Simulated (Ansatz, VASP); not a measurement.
**Cs: VASP beside Ansatz**

The input INCAR:

```
ALGO = Fast
EDIFF = 1E-7
ENCUT = 520
GGA = PE
ISIF = 2
ISMEAR = 1
LASPH = True
LCHARG = True
LELF = True
LREAL = False
LVHAR = True
LWAVE = False
NBANDS = 10
NELM = 60
PREC = Accurate
SIGMA = 0.1
```

File KPOINTS:

```
k-points
0
Gamma
  4 4 4
```

Contents of POSCAR:

```
Cs
1.0
   -3.1284650614      3.1284650614      3.1284650614
    3.1284650614     -3.1284650614      3.1284650614
    3.1284650614      3.1284650614     -3.1284650614
Cs
1
Direct
    0.7950000000      0.7420000000      0.6290000000
```

Input for Ansatz:

```yaml
crystal:
  lattice:
    - [-3.1284650614, 3.1284650614, 3.1284650614]
    - [3.1284650614, -3.1284650614, 3.1284650614]
    - [3.1284650614, 3.1284650614, -3.1284650614]
  atoms:
    - { symbol: Cs, position: [0.795, 0.742, 0.629] }
basis:
  ecutwfc: 420
kpoints:
  mp_grid: { grid: [4, 4, 4] }
hamiltonian:
  xc: pbe
scf:
  occupations: { method: methfessel_paxton }
output:
  forces: true
  stress: true
  eigenvalues: true
```

Alike in both runs: task single point; functional PBE; k mesh 4 × 4 × 4; no spin polarisation.

|  | VASP | Ansatz |
| --- | --- | --- |
| version | VASP 6.6.1 | Ansatz 0.2.0 |
| potentials or method | VASP PAW PBE potentials, release 64 (Cs_sv), cutoff 520 eV | scalar-relativistic, plane waves, PAW |
| occupations | methfessel-paxton of order 1, width 0.1 eV | methfessel-paxton of order 1 |
| valence electrons in the cell | 9 | 9 |

|  | VASP | Ansatz | Ansatz less VASP |
| --- | --- | --- | --- |
| gap on the k mesh at the Fermi level (eV) | none | none | - |
| pressure (GPa) | 0.0 | 0.0 | +0.01 |

A gap of «none» marks a metal or a gap that the smearing closes.

Spin-orbit coupling is off throughout.
